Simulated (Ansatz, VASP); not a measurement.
# Pb in VASP and in Ansatz

```xyz
1
Lattice="0.0000 2.5225 2.5225 2.5225 0.0000 2.5225 2.5225 2.5225 0.0000" Properties=species:S:1:pos:R:3 pbc="T T T"
Pb    0.0000    0.0000    0.0000
```

Alike in both runs: task single point; functional r2SCAN; k mesh 14 × 14 × 14; occupations gaussian, width 0.1 eV; no spin polarisation.

|  | VASP | Ansatz |
| --- | --- | --- |
| version | VASP 6.6.1 | Ansatz 0.2.0 |
| potentials or method | VASP PAW PBE potentials, release 64 (Pb_d), cutoff 520 eV | scalar-relativistic, plane waves, PAW |
| valence electrons in the cell | 14 | 14 |

|  | VASP | Ansatz | Ansatz less VASP |
| --- | --- | --- | --- |
| gap on the k mesh at the Fermi level (eV) | none | none | - |
| pressure (GPa) | -1.2 | -1.2 | +0.02 |

VASP's potentials were made for PBE, not for r2SCAN. A gap of «none» marks a metal or a gap that the smearing closes. The functional is the same, so the differences come from potentials, cutoffs and numerics.

Neither program's run includes spin-orbit coupling.
